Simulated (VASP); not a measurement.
BAs: single point with r2SCAN

BAs:

```xyz
2
Lattice="0.0000 2.2962 2.3919 2.2962 0.0000 2.3919 2.2962 2.2962 0.0000" Properties=species:S:1:pos:R:3 pbc="T T T"
B     0.0000    0.0000    0.0000
As    3.4444    3.4444    3.5879
```

This cell differs from its parent crystal: strain -0.040 along x and y, +0.000 along z.

```yaml
Program: VASP 6.6.1
Task: single point
Functional: r2SCAN
Potentials_or_basis: VASP PAW PBE potentials, release 64 (B, As)
Cutoff: 520 eV
k_mesh: 10 × 10 × 10
Occupations: gaussian, width 0.05 eV
Spin: no spin polarisation
Dipole_correction: no
Further_INCAR_settings: ALGO = Normal; EDIFF = 1e-06; NBANDS = 11
```

```yaml
Pressure: 14.0 GPa
Band_gap_on_the_k_mesh: 0.94 eV (least direct gap 3.30 eV)
```

Stress tensor (GPa, compression positive):
```
17.49  0.00  0.00
 0.00 17.49  0.00
 0.00  0.00  7.11
```

Levels at points of the mesh, in eV from the valence-band top:
```tsv
k point	band 1	band 2	band 3	band 4	band 5	band 6	band 7	band 8
(0.00, 0.00, 0.00)	-17.07	-0.46	0.00	0.00	3.30	3.30	3.59	6.03
(0.50, 0.00, 0.00)	-13.75	-10.00	-2.52	-1.95	3.14	4.95	5.18	9.61
(0.50, 0.50, 0.00)	-12.44	-9.93	-4.52	-4.52	1.70	1.87	12.77	12.77
(0.50, 0.00, 0.50)	-12.05	-9.56	-4.99	-4.91	1.19	1.28	12.34	13.09
```

It took 66 s on 1 thread of AMD EPYC 9R45 96-Core Processor (Zen 5), on a shared host, peak memory 0.14 GiB.

Caveat: the cell differs from its parent crystal (strain -0.040 along x and y, +0.000 along z); the cell stands under pressure; the PAW data sets were made with another functional, which shifts forces and pressure a little. A k mesh can miss the band edges.
